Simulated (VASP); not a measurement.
# HgTe: single point with PBEsol

HgTe:

```xyz
2
Lattice="0.0000 3.2892 3.2892 3.2892 0.0000 3.2892 3.2892 3.2892 0.0000" Properties=species:S:1:pos:R:3 pbc="T T T"
Hg    0.0000    0.0000    0.0000
Te    1.6446    1.6446    1.6446
```

```yaml
Program: VASP 6.6.1
Task: single point
Functional: PBEsol
Potentials_or_basis: VASP PAW PBE potentials, release 64 (Hg, Te)
Cutoff: 500 eV
k_mesh: 4 × 4 × 4
Occupations: methfessel-paxton, width 0.2 eV
Spin: no spin polarisation
```

```
Pressure               : -0.7 GPa
Band gap on the k mesh : zero (filled and empty bands touch)
```

Levels at points of the mesh, in eV from the Fermi level:
```csv
k point,band 5,band 6,band 7,band 8,band 9,band 10,band 11,band 12,band 13,band 14
"(0.00, 0.00, 0.00)",-6.65,-6.65,-0.98,-0.04,-0.04,-0.04,4.21,4.21,4.21,6.29
"(0.50, 0.00, 0.00)",-6.63,-6.37,-5.25,-0.94,-0.94,0.58,4.97,4.97,6.67,7.63
"(0.50, 0.50, 0.00)",-6.59,-6.25,-5.25,-2.12,-2.12,1.81,2.46,7.88,8.55,8.55
```

It took 17 s on 1 thread of Intel Xeon 8259CL, with other jobs on the host, peak memory 0.2 GiB.

Caveat: the k points lie up to 0.41 Å⁻¹ apart; semilocal functionals underestimate gaps, and a narrow one can read as zero; the PAW data sets were made with another functional, which shifts forces and pressure a little; spin-orbit coupling is left out, which moves the levels of the heavy elements.
